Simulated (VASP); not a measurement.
The system is P.

```
P
1.0
     2.30055   -4.90659    0.00000
     2.30055    4.90659    0.00000
     0.00000    0.00000    3.26983
P
6
Direct
  0.10192 0.32163 0.50000
  0.89808 0.67837 0.50000
  0.32163 0.10192 0.50000
  0.67837 0.89808 0.50000
  0.00000 0.50000 0.00000
  0.50000 0.00000 0.00000
```

| Property | Result |
| --- | --- |
| Program | VASP 6.6.1 |
| Task | relaxation of cell and atoms |
| Functional | PBE |
| Potentials or basis | VASP PAW PBE potentials, release 64 (P) |
| Cutoff | 600 eV |
| k mesh | 4 × 4 × 6 |
| Occupations | gaussian, width 0.1 eV |
| Spin | no spin polarisation |

At the start: pressure 57.9 GPa; volume 12.30 Å³/atom.

Q: Where does the relaxation end?

A: Over 15 steps the energy falls by 739.5 meV/atom and the volume is 15.94 Å³/atom (+29.5 %); space group Pmmm (No. 47, to 0.05 Å).

The path:
| step | energy change (eV) | largest force (eV/Å) | pressure (GPa) | volume (Å³) |
| --- | --- | --- | --- | --- |
| 1 | 0.0000 | 5.2392 | 57.88 | 73.82 |
| 2 | -2.4159 | 0.4352 | -13.58 | 132.21 |
| 3 | -4.2287 | 0.5611 | -1.70 | 99.60 |
| 4 | -4.2314 | 0.5789 | -1.16 | 99.03 |
| 5 | -4.2320 | 0.5964 | -0.61 | 98.48 |
| 6 | -4.3839 | 0.2827 | -1.35 | 98.40 |
| 7 | -4.3842 | 0.2842 | -1.35 | 98.41 |
| 8 | -4.4049 | 0.2235 | 0.01 | 96.68 |
| 9 | -4.4075 | 0.2161 | 0.76 | 95.84 |
| 10 | -4.4238 | 0.1279 | 0.68 | 95.51 |
| 11 | -4.4315 | 0.1103 | 0.75 | 95.15 |
| 12 | -4.4317 | 0.1249 | 0.78 | 95.06 |
| 13 | -4.4361 | 0.0410 | -0.44 | 95.99 |
| 14 | -4.4365 | 0.0362 | -0.19 | 95.80 |
| 15 | -4.4370 | 0.0263 | -0.07 | 95.63 |

Final structure:
```
P
1.0
     2.42414   -5.56220    0.00000
     2.42414    5.56220    0.00000
     0.00000    0.00000    3.54615
P
6
Direct
  0.14967 0.35169 0.50000
  0.85033 0.64831 0.50000
  0.35169 0.14967 0.50000
  0.64831 0.85033 0.50000
  0.00000 0.50000 0.00000
  0.50000 0.00000 0.00000
```

Caveat: the k points lie up to 0.35 Å⁻¹ apart in the final cell; the volume moved by over 15 % at a fixed basis, so the end points are rough.
